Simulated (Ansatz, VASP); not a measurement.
Tc in VASP and in Ansatz

```
Tc
1.0
     0.00000    1.96291    1.96291
     1.96291    0.00000    1.96291
     1.96291    1.96291    0.00000
Tc
1
Direct
  0.00000 0.00000 0.00000
```

Change from the starting cell: volume scaled by 1.02.

Alike in both runs: task single point; functional PBEsol; k mesh 18 × 18 × 18; occupations fermi-dirac, width 0.03 eV; no spin polarisation.

```csv
,VASP,Ansatz
version,VASP 6.6.1,Ansatz 0.2.0
potentials or method,"VASP PAW PBE potentials, release 64 (Tc_pv), cutoff 520 eV","all-electron LAPW, scalar-relativistic"
```

|  | VASP | Ansatz | Ansatz less VASP |
| --- | --- | --- | --- |
| pressure (GPa) | -20.6 | -20.0 | +0.57 |

VASP's potentials were made for PBE, not for PBEsol. Ansatz ran all-electron here, and VASP with PAW potentials.
